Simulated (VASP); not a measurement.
## Se: single point with PBE

The system is Se.

```
Se
1.0
     7.17809    0.00000    0.00000
    -3.58904    6.21640    0.00000
     0.00000    0.00000    3.27130
Se
8
Direct
  0.81000 0.19000 0.50000
  0.81000 0.62000 0.50000
  0.38000 0.19000 0.50000
  0.19000 0.81000 0.50000
  0.19000 0.38000 0.50000
  0.62000 0.81000 0.50000
  0.33333 0.66667 0.00000
  0.66667 0.33333 0.00000
```

The cell was built from a structure type or drawn by symmetry, and may not be a known phase.

* Program: VASP 6.6.1
* Task: single point
* Functional: PBE
* Potentials or basis: VASP PAW PBE potentials, release 64 (Se)
* Cutoff: 520 eV
* k mesh: 3 × 3 × 6
* Occupations: gaussian, width 0.1 eV
* Spin: no spin polarisation

```json
{
 "Pressure": "48.5 GPa",
 "Largest force": "1.698 eV/Å",
 "Band gap on the k mesh": "zero (bands 24 and 25 overlap by 0.74 eV)"
}
```

Forces on the atoms (eV/Å):
```
Se   1.470 -0.849  0.000
Se   0.000  1.698  0.000
Se  -1.470 -0.849  0.000
Se  -1.470  0.849  0.000
Se   0.000 -1.698  0.000
Se   1.470  0.849  0.000
Se   0.000  0.000  0.000
Se   0.000  0.000  0.000
```

Stress tensor (GPa, compression positive):
```
52.07  0.00  0.00
 0.00 52.07  0.00
 0.00  0.00 41.30
```

Levels at points of the mesh, in eV from the Fermi level:
```tsv
k point	band 21	band 22	band 23	band 24	band 25	band 26	band 27	band 28	band 29	band 30
(0.00, 0.00, 0.00)	-0.89	-0.89	-0.46	-0.10	-0.10	0.90	1.43	2.20	2.20	2.31
(0.00, 0.00, 0.50)	-1.67	-1.67	-0.96	-0.96	-0.04	0.59	1.20	1.20	1.23	1.23
```

It took 100 s on 1 thread of Intel Xeon 8259CL (shared host), peak memory 0.26 GiB.

Caveat: the cell stands under pressure; forces of over 1 eV/Å act on the atoms, so gaps and moduli don't describe the material at rest.
